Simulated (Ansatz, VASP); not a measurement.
## One calculation of Hf3S5, two programs

```
Hf S
1.0
     3.50828    0.00000    0.00000
    -1.75414    3.03826    0.00000
     0.00000    0.00000   16.64188
Hf S
3 5
Direct
  0.33333 0.66667 0.50000
  0.33333 0.66667 0.89210
  0.33333 0.66667 0.10790
  0.66667 0.33333 0.40533
  0.66667 0.33333 0.59467
  0.00000 0.00000 0.80342
  0.00000 0.00000 0.00000
  0.00000 0.00000 0.19658
```

Alike in both runs: functional PBE; k mesh 5 × 5 × 1; occupations gaussian, width 0.2 eV; no spin polarisation.

Ansatz relaxed the structure, and its values are those at the end. VASP's run is a single point on that final structure, the one shown.

```csv
,VASP,Ansatz
version,VASP 6.6.1,Ansatz 0.2.0
potentials or method,"VASP PAW PBE potentials, release 64 (Hf_pv, S), cutoff 520 eV","scalar-relativistic, plane waves, PAW"
valence electrons in the cell,60,108
```

|  | VASP | Ansatz | Ansatz less VASP |
| --- | --- | --- | --- |
| gap on the k mesh at the Fermi level (eV) | none | none | - |
| pressure (GPa) | -0.2 | 0.3 | +0.54 |
| rms of the force components (eV/Å) | 0.039 | 0.018 | -0.0205 |

A gap of «none» marks a metal or a gap that the smearing closes. VASP's potentials hold 60 valence electrons a cell and Ansatz's 108, so a difference there can come from the potentials and not from the codes.

The k mesh is coarse, so the values compare programs but aren't converged. Spin-orbit coupling is off throughout.
